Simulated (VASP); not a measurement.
# GaP in VASP: a series of runs

GaP is run at these levels: PBE; tasks: single point.

All numbers are computed with VASP 6.6.1; they aren't measurements. Logs are shortened: lines on timing, memory, paths and dates and some standing lists are left out, and cuts for length are marked.

## Step 1: The cell of the first run

The cell holds a slab with vacuum, 8 atoms: a = 3.893 Å, b = 3.893 Å, c = 25.330 Å, α = 90.00°, β = 90.00°, γ = 120.00°.

## Step 2: Single point, PBE

The input, INCAR:

```
SYSTEM = GaP
ALGO = Normal
DIPOL = 0.5 0.5 0.500
EDIFF = 1E-6
ENCUT = 520
GGA = PE
IDIPOL = 3
ISIF = 2
ISMEAR = 0
LASPH = .TRUE.
LCHARG = .FALSE.
LDIPOL = .TRUE.
LREAL = .FALSE.
LWAVE = .FALSE.
NBANDS = 46
NELM = 100
PREC = Accurate
SIGMA = 0.05
```

The input, KPOINTS:

```
k-points
0
G
  1 1 1
  0 0 0
```

The input, POSCAR:

```
GaP
1.0
    3.8926748893      0.0000000000      0.0000000000
   -1.9463374447      3.3711553428      0.0000000000
    0.0000000000      0.0000000000     25.3296561479
P Ga
4 4
Direct
    0.0000000000      0.0000000000      0.2960956105
    0.3333333333      0.6666666667      0.4215752348
    0.6666666667      0.3333333333      0.5470548591
    0.0000000000      0.0000000000      0.6725344835
    0.3333333333      0.6666666667      0.3274655165
    0.6666666667      0.3333333333      0.4529451409
    0.0000000000      0.0000000000      0.5784247652
    0.3333333333      0.6666666667      0.7039043895
```

Potentials or basis: VASP PAW PBE potentials, release 64 (P, Ga_d).

Run with:

```
cat potpaw_PBE.64/P/POTCAR potpaw_PBE.64/Ga_d/POTCAR > POTCAR
mpirun -np 1 vasp_gam > vasp.out
```

OUTCAR:

```text
SYSTEM = GaP
   EDIFF = 1E-6
   ENCUT = 520
   GGA = PE
   ISIF = 2
   ISMEAR = 0
   LASPH = .TRUE.
   LREAL = .FALSE.
   NELM = 100
   PREC = Accurate

 ion  position               nearest neighbor table
   1  0.000  0.000  0.296-   5 2.38   5 2.38   5 2.38
   2  0.333  0.667  0.422-   6 2.38   6 2.38   6 2.38   5 2.38
   3  0.667  0.333  0.547-   6 2.38   7 2.38   7 2.38   7 2.38
   4  0.000  0.000  0.673-   8 2.38   8 2.38   8 2.38   7 2.38
   5  0.333  0.667  0.327-   1 2.38   1 2.38   1 2.38   2 2.38
   6  0.667  0.333  0.453-   3 2.38   2 2.38   2 2.38   2 2.38
   7  0.000  0.000  0.578-   3 2.38   3 2.38   3 2.38   4 2.38
   8  0.333  0.667  0.704-   4 2.38   4 2.38   4 2.38

  LATTYP: Found a hexagonal cell.
 ALAT       =     3.8926748893
 C/A-ratio  =     6.5070053031

  Lattice vectors:

 A1 = (   3.8926748893,   0.0000000000,   0.0000000000)
 A2 = (  -1.9463374447,   3.3711553428,   0.0000000000)
 A3 = (   0.0000000000,   0.0000000000,  25.3296561479)

Analysis of symmetry for initial positions (statically):
=====================================================================
 Subroutine PRICEL returns:
 Original cell was already a primitive cell.

 Routine SETGRP: Setting up the symmetry group for a
 hexagonal supercell.

 Subroutine GETGRP returns: Found  6 space group operations
 (whereof  6 operations were pure point group operations)
 out of a pool of 24 trial point group operations.

The static configuration has the point symmetry C_3v.

Analysis of symmetry for dynamics (positions and initial velocities):
=====================================================================
 Subroutine PRICEL returns:
 Original cell was already a primitive cell.

 Routine SETGRP: Setting up the symmetry group for a
 hexagonal supercell.

 Subroutine GETGRP returns: Found  6 space group operations
 (whereof  6 operations were pure point group operations)
 out of a pool of 24 trial point group operations.

The dynamic configuration has the point symmetry C_3v.

 Subroutine INISYM returns: Found  6 space group operations
 (whereof  6 operations are pure point group operations),
 and found     1 'primitive' translations

----------------------------------------------------------------------------------------

                                     Primitive cell

  volume of cell :     332.3963

  direct lattice vectors                    reciprocal lattice vectors
     3.892674889  0.000000000  0.000000000     0.256892761  0.148317105  0.000000000
    -1.946337445  3.371155343  0.000000000     0.000000000  0.296634209  0.000000000
     0.000000000  0.000000000 25.329656148     0.000000000  0.000000000  0.039479415

  length of vectors
     3.892674889  3.892674889 25.329656148     0.296634209  0.296634209  0.039479415

  position of ions in fractional coordinates (direct lattice)
     0.000000000  0.000000000  0.296095610
     0.333333333  0.666666667  0.421575235
     0.666666667  0.333333333  0.547054859
     0.000000000  0.000000000  0.672534484
     0.333333333  0.666666667  0.327465516
     0.666666667  0.333333333  0.452945141
     0.000000000  0.000000000  0.578424765
     0.333333333  0.666666667  0.703904390

  ion indices of the primitive-cell ions
   primitive index   ion index
                 1           1
                 2           2
                 3           3
                 4           4
                 5           5
                 6           6
                 7           7
                 8           8

----------------------------------------------------------------------------------------

 KPOINTS: k-points

Automatic generation of k-mesh.
 Grid dimensions read from file:
 generate k-points for:    1    1    1

 Generating k-lattice:

  Cartesian coordinates                     Fractional coordinates (reciprocal lattice)
     0.256892761  0.148317105  0.000000000     1.000000000  0.000000000  0.000000000
     0.000000000  0.296634209  0.000000000     0.000000000  1.000000000  0.000000000
     0.000000000  0.000000000  0.039479415     0.000000000  0.000000000  1.000000000

  Length of vectors
     0.296634209  0.296634209  0.039479415

  Shift w.r.t. Gamma in fractional coordinates (k-lattice)
     0.000000000  0.000000000  0.000000000

 Subroutine IBZKPT returns following result:
 ===========================================

 Found      1 irreducible k-points:

 Following reciprocal coordinates:
            Coordinates               Weight
  0.000000  0.000000  0.000000      1.000000
   k-points           NKPTS =      1   k-points in BZ     NKDIM =      1   number of bands    NBANDS=     46
   number of dos      NEDOS =    301   number of ions     NIONS =      8
   total plane-waves  NPLWV = 172800
   dimension x,y,z NGX =    30 NGY =   30 NGZ =  192
   dimension x,y,z NGXF=    60 NGYF=   60 NGZF=  384
   ions per type =               4   4
   NGX,Y,Z   is equivalent  to a cutoff of  12.81, 12.81, 12.60 a.u.
   NGXF,Y,Z  is equivalent  to a cutoff of  25.62, 25.62, 25.20 a.u.
 SYSTEM =  GaP
   PREC   = accura    normal or accurate (medium, high low for compatibility)
   ISTART =      0    job   : 0-new  1-cont  2-samecut
   ICHARG =      2    charge: 1-file 2-atom 10-const
   ISPIN  =      1    spin polarized calculation?
   LNONCOLLINEAR =      F non collinear calculations
   LSORBIT =      F    spin-orbit coupling
   LASPH  =      T    aspherical Exc in radial PAW
   ENCUT  =  520.0 eV  38.22 Ry    6.18 a.u.   7.24  7.24 47.10*2*pi/ulx,y,z
   NELM   =    100;   NELMIN=  2; NELMDL= -5     # of ELM steps
   EDIFF  = 0.1E-05   stopping-criterion for ELM
   LREAL  =      F    real-space projection
[... 7 lines left out ...]
   TEBEG  =    0.0;   TEEND  =   0.0 temperature during run
   PSTRESS=    0.0 pullay stress
   NELECT =      72.0000    total number of electrons
   NUPDOWN=      -1.0000    fix difference up-down
   EMIN   =  10.00;   EMAX   =-10.00  energy-range for DOS
   EFERMI =   0.00;   METHOD = LEGACY
   ISMEAR =     0;   SIGMA  =   0.05  broadening in eV -4-tet -1-fermi 0-gaus
   EFERMI_NEDOS =   21; number of points for ismear=-14 and -15
   IALGO  =     38    algorithm
   IMIX   =      4    mixing-type and parameters
     AMIX     =   0.40;   BMIX     =  1.00
     AMIX_MAG =   1.60;   BMIX_MAG =  1.00
  volume/ion in A,a.u.               =      41.55       280.39
  Fermi-wavevector in a.u.,A,eV,Ry     =   0.983181  1.857943 13.152009  0.966645
  Thomas-Fermi vector in A             =   2.114320
   LORBIT       =      0    0 simple, 1 ext, 2 COOP (PROOUT), +10 PAW based schemes
   GGA     = PE    functional components
   LHFCALC =     F    Hartree Fock is set to
   AEXX    =    0.0000 exact exchange contribution
   IVDW    =     0    specifies the selected vdW correction
   LEPSILON=     F    determine dielectric tensor
   LRPA    =     F    only Hartree local field effects (RPA)
 non-spin polarized calculation
 Gauss-broadening in eV      SIGMA  =   0.05
  energy-cutoff  :      520.00
  volume of cell :      332.40
 maximum number of plane-waves:      4503
 NGX is ok and might be reduce to    30
   NGX = 15   NGY = 15   NGZ = 95

 dipolmoment           0.000000      0.000000      0.091422 electrons x Angstroem

 number of electron      72.0000023 magnetization

 dipolmoment           0.000000      0.000000     -0.093659 electrons x Angstroem

 Free energy of the ion-electron system (eV)
  ---------------------------------------------------
  ext. energy  EPLUGINS =         0.00000000
  ---------------------------------------------------
  free energy    TOTEN  =        -3.83573799 eV

  energy without entropy =       -3.82575453  energy(sigma->0) =       -3.83074626

 E-fermi :   0.4320     XC(G=0):  -5.4121

 val. band max:        0.3549512734   @ k =   0.0000   0.0000   0.0000
 cond. band min:       0.4988074128   @ k =   0.0000   0.0000   0.0000
 fundamental gap:      0.1438561394
 Fermi energy:         0.4319761677

 k-point     1 :       0.0000    0.0000    0.0000
  band No.  band energies     occupation
      1     -15.9831      2.00000
      2     -15.8357      2.00000
      3     -15.8315      2.00000
      4     -15.8315      2.00000
      5     -15.7465      2.00000
      6     -15.7465      2.00000
      7     -15.7122      2.00000
      8     -15.7122      2.00000
      9     -15.7072      2.00000
     10     -15.6508      2.00000
     11     -15.6508      2.00000
     12     -15.5573      2.00000
     13     -15.5573      2.00000
     14     -15.4412      2.00000
     15     -15.4412      2.00000
     16     -14.8309      2.00000
     17     -14.6699      2.00000
     18     -14.6699      2.00000
     19     -14.5304      2.00000
     20     -14.5304      2.00000
     21     -12.7786      2.00000
     22     -12.1060      2.00000
     23     -11.4044      2.00000
     24     -10.3352      2.00000
     25      -6.6530      2.00000
     26      -4.9815      2.00000
     27      -3.0220      2.00000
     28      -1.5981      2.00000
     29      -1.5981      2.00000
     30      -1.1379      2.00000
     31      -1.1379      2.00000
     32      -0.7292      2.00000
     33      -0.7292      2.00000
     34      -0.6538      2.00000
     35       0.3550      1.97064
     36       0.3550      1.97064
     37       0.4988      0.05872
     38       0.7132      0.00000
     39       1.1792      0.00000
     40       1.6484      0.00000
     41       2.3415      0.00000
     42       3.2569      0.00000
     43       3.2569      0.00000
     44       3.8353      0.00000
     45       3.8353      0.00000
     46       3.9409      0.00000

------------------------ aborting loop because EDIFF is reached ----------------------------------------

 vacuum level on the upper side and lower side of the slab       (xc-potential included)        -0.987         0.277

  FORCE on cell =-STRESS in cart. coord.  units (eV):
  Direction    XX          YY          ZZ          XY          YZ          ZX
  --------------------------------------------------------------------------------------
  -------------------------------------------------------------------------------------
  Total       32.6359903     32.6359903     13.7188727     -0.0000000     -0.0000000      0.0000000
  in kB      157.3081357    157.3081357     66.1260856     -0.0000000     -0.0000000      0.0000000
  external PRESSURE =     126.9141190 kB  Pullay stress =       0.0000000 kB

 VOLUME and BASIS-vectors are now :
 -----------------------------------------------------------------------------
  energy-cutoff  :      520.00
  volume of cell :      332.40
      direct lattice vectors                 reciprocal lattice vectors
     3.892674889  0.000000000  0.000000000     0.256892761  0.148317105  0.000000000
    -1.946337445  3.371155343  0.000000000     0.000000000  0.296634209  0.000000000
     0.000000000  0.000000000 25.329656148     0.000000000  0.000000000  0.039479415

 POSITION                                       TOTAL-FORCE (eV/Angst)
 -----------------------------------------------------------------------------------
      0.00000      0.00000      7.50000         0.000000     -0.000000     -0.415072
     -0.00000      2.24744     10.67836         0.000000      0.000000     -0.179725
      1.94634      1.12372     13.85671         0.000000      0.000000     -0.469135
      0.00000      0.00000     17.03507         0.000000      0.000000     -0.196697
     -0.00000      2.24744      8.29459         0.000000      0.000000     -0.921920
      1.94634      1.12372     11.47294        -0.000000      0.000000      0.280033
      0.00000      0.00000     14.65130        -0.000000     -0.000000      0.276343
     -0.00000      2.24744     17.82966        -0.000000      0.000000      1.626173
 -----------------------------------------------------------------------------------
    total drift:                               -0.000009      0.000004      0.000322

  FREE ENERGIE OF THE ION-ELECTRON SYSTEM (eV)
  ---------------------------------------------------
  free  energy   TOTEN  =        -3.8357379861 eV

  energy  without entropy=       -3.8257545260  energy(sigma->0) =       -3.83074626

 vacuum level on the upper side and lower side of the slab         4.369         5.668
```

Wall time 2.4 min (1 thread of Intel Xeon 8259CL, shared host); peak memory 0.38 GiB.

Results:

* Free energy: -3.8357 eV
* Largest force: 1.626 eV/Å

Forces in eV/Å, atoms in the order of the input:
```
P    0.000  0.000 -0.415
P    0.000  0.000 -0.180
P    0.000  0.000 -0.469
P    0.000  0.000 -0.197
Ga   0.000  0.000 -0.922
Ga   0.000  0.000  0.280
Ga   0.000  0.000  0.276
Ga   0.000  0.000  1.626
```

Levels at points of the mesh, in eV from the Fermi level:
```tsv
k point	band 34	band 35	band 36	band 37	band 38	band 39
(0.00, 0.00, 0.00)	-1.09	-0.08	-0.08	0.07	0.28	0.75
```

Caveat: the k points lie up to 1.86 Å⁻¹ apart, too coarse for converged energies, forces and pressures.

## Step 3: Single point, PBE (atoms taken out)

The input, INCAR:

```
SYSTEM = GaP
ALGO     = Normal         ! electronic algorithm
DIPOL    = 0.5 0.5 0.500
EDIFF    = 1E-6           ! SCF threshold, eV
ENCUT    = 520            ! plane-wave cutoff, eV
GGA      = PE             ! functional
IDIPOL   = 3            
ISIF     = 2              ! what is computed and relaxed
ISMEAR   = 0              ! smearing method
LASPH    = .TRUE.         ! aspherical terms in the spheres
LCHARG   = .FALSE.        ! write CHGCAR
LDIPOL   = .TRUE.       
LREAL    = .FALSE.        ! projectors in reciprocal space
LWAVE    = .FALSE.        ! write WAVECAR
NBANDS   = 16             ! bands
NELM     = 100            ! most SCF steps
PREC     = Accurate       ! precision mode
SIGMA    = 0.05           ! smearing width, eV
```

The input, KPOINTS:

```
k-points
0
G
  9 9 1
  0 0 0
```

The input, POSCAR:

```
GaP
1.0
    3.8926748893      0.0000000000      0.0000000000
   -1.9463374447      3.3711553428      0.0000000000
    0.0000000000      0.0000000000     15.7945889345
P Ga
1 1
Direct
    0.0000000000      0.0000000000      0.4748461661
    0.3333333333      0.6666666667      0.5251538339
```

Potentials or basis: VASP PAW PBE potentials, release 64 (P, Ga_d).

Run with:

```
cat potpaw_PBE.64/P/POTCAR potpaw_PBE.64/Ga_d/POTCAR > POTCAR
mpirun -np 1 vasp_std > vasp.out
```

OUTCAR:

```text
SYSTEM = GaP
   EDIFF = 1E-6
   ENCUT = 520
   GGA = PE
   ISIF = 2
   ISMEAR = 0
   LASPH = .TRUE.
   LREAL = .FALSE.
   NELM = 100
   PREC = Accurate

 ion  position               nearest neighbor table
   1  0.000  0.000  0.475-   2 2.38   2 2.38   2 2.38
   2  0.333  0.667  0.525-   1 2.38   1 2.38   1 2.38

  LATTYP: Found a hexagonal cell.
 ALAT       =     3.8926748893
 C/A-ratio  =     4.0575155603

  Lattice vectors:

 A1 = (   3.8926748893,   0.0000000000,   0.0000000000)
 A2 = (  -1.9463374447,   3.3711553428,   0.0000000000)
[... 404 lines left out ...]

  FORCE on cell =-STRESS in cart. coord.  units (eV):
  Direction    XX          YY          ZZ          XY          YZ          ZX
  --------------------------------------------------------------------------------------
  -------------------------------------------------------------------------------------
  Total       -1.0303604     -1.0303604     -0.9953469      0.0000000      0.0000000     -0.0000000
  in kB       -7.9646101     -7.9646101     -7.6939582      0.0000000      0.0000000     -0.0000000
  external PRESSURE =      -7.8743928 kB  Pullay stress =       0.0000000 kB

 VOLUME and BASIS-vectors are now :
 -----------------------------------------------------------------------------
  energy-cutoff  :      520.00
  volume of cell :      207.27
      direct lattice vectors                 reciprocal lattice vectors
     3.892674889  0.000000000  0.000000000     0.256892761  0.148317105  0.000000000
    -1.946337445  3.371155343  0.000000000     0.000000000  0.296634209  0.000000000
     0.000000000  0.000000000 15.794588935     0.000000000  0.000000000  0.063312822

 POSITION                                       TOTAL-FORCE (eV/Angst)
 -----------------------------------------------------------------------------------
      0.00000      0.00000      7.50000        -0.000000     -0.000000      1.253694
     -0.00000      2.24744      8.29459         0.000000      0.000000     -1.253694
 -----------------------------------------------------------------------------------
    total drift:                               -0.000002      0.000001     -0.000038

  FREE ENERGIE OF THE ION-ELECTRON SYSTEM (eV)
  ---------------------------------------------------
  free  energy   TOTEN  =        -8.0526170564 eV

  energy  without entropy=       -8.0526170564  energy(sigma->0) =       -8.05261706

 vacuum level on the upper side and lower side of the slab         1.044         2.441
```

OSZICAR:

```text
N       E                     dE             d eps       ncg     rms          rms(c)
DAV:   1     0.913509166893E+02    0.91351E+02   -0.75635E+03   384   0.929E+02
DAV:   2    -0.114382113477E+00   -0.91465E+02   -0.87743E+02   480   0.208E+02
DAV:   3    -0.828493213097E+01   -0.81706E+01   -0.81248E+01   512   0.644E+01
[... 15 lines left out ...]
DAV:  19    -0.805260379749E+01   -0.19643E-04   -0.14224E-06   416   0.917E-03    0.104E-03
DAV:  20    -0.805261330803E+01   -0.95105E-05   -0.74380E-07   376   0.600E-03    0.849E-04
DAV:  21    -0.805261574679E+01   -0.24388E-05   -0.14533E-07   336   0.170E-03    0.643E-04
DAV:  22    -0.805261688767E+01   -0.11409E-05   -0.52580E-08   328   0.122E-03    0.342E-04
DAV:  23    -0.805261705638E+01   -0.16871E-06   -0.13165E-08   344   0.776E-04
   1 F= -.80526171E+01 E0= -.80526171E+01  d E =-.509511E-17
```

Run time: 95 s. Hardware: 1 thread of Intel Xeon 8259CL, shared host; peak memory 0.32 GiB.

What came out:

| Property | Result |
| --- | --- |
| Free energy | -8.0526 eV |
| Largest force | 1.254 eV/Å |
| Band gap on the k mesh | 1.30 eV (least direct gap 1.75 eV) |

Forces on the atoms (eV/Å):
```
P    0.000  0.000  1.254
Ga   0.000  0.000 -1.254
```

Levels at points of the mesh, in eV from the valence-band top:
```tsv
k point	band 7	band 8	band 9	band 10	band 11	band 12
(0.00, 0.00, 0.00)	-3.03	0.00	0.00	1.78	2.86	4.54
```

Caveat: the cell differs from its parent crystal (atoms taken out).

[end of part 1 of 2]

The gap in the log of VASP goes by the Fermi energy; the results here count the filled bands.